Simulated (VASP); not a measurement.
Set up this calculation in VASP 6.6.1, as the native input.

* Task: single point
* Functional: PBE
* Potentials or basis: VASP PAW PBE potentials, release 64 (Nd, Zr_sv, S)
* Cutoff: 520 eV
* k mesh: 12 × 12 × 6
* Occupations: gaussian, width 0.1 eV
* Spin: no spin polarisation
* Dipole correction: no
* Further INCAR settings: ALGO = Normal; EDIFF = 1e-07; NBANDS = 27

The structure of NdZrS2 lies in POSCAR:

```
NdZrS2
1.0
    3.4954584913      0.0000000000      0.0000000000
   -1.7477292457      3.0271558514      0.0000000000
    0.0000000000      0.0000000000      7.1583110246
Nd Zr S
1 1 2
Direct
    0.6666666667      0.3333333333      0.5000000000
    0.6666666667      0.3333333333      0.0000000000
    0.3333333333      0.6666666667      0.2250835180
    0.3333333333      0.6666666667      0.7749164820
```

The input as run:

INCAR

```
  PREC = Accurate
  ENCUT = 520
  EDIFF = 1E-7
  ISMEAR = 0
  SIGMA = 0.1
  LREAL = False
  LASPH = True
  NELM = 60
  ALGO = Normal
  ISIF = 2
  LWAVE = False
  LCHARG = False
  GGA = PE
  NBANDS = 27
```

KPOINTS

```
Automatic mesh
0
Gamma
  12 12 6
```

Potentials or basis: VASP PAW PBE potentials, release 64 (Nd, Zr_sv, S).

Command:

```sh
$ cat potpaw_PBE.64/Nd/POTCAR potpaw_PBE.64/Zr_sv/POTCAR potpaw_PBE.64/S/POTCAR > POTCAR
$ mpirun -np 1 vasp_std > vasp.out
```

It gave:

```yaml
Pressure: 6.6 GPa
Largest_force: 0.285 eV/Å
Band_gap_on_the_k_mesh: zero (bands 19 and 20 overlap by 0.12 eV)
```

Caveat: the cell stands under pressure; spin-orbit coupling is left out, which moves the levels of the heavy elements; the run has no spin polarisation, though such a crystal can be magnetic; semilocal functionals describe open f shells poorly, which spoils levels, moments and volumes.

Wall time 4.9 min on 1 thread of Intel(R) Xeon(R) 6975P-C (Granite Rapids), on a shared host, peak memory 0.32 GiB.
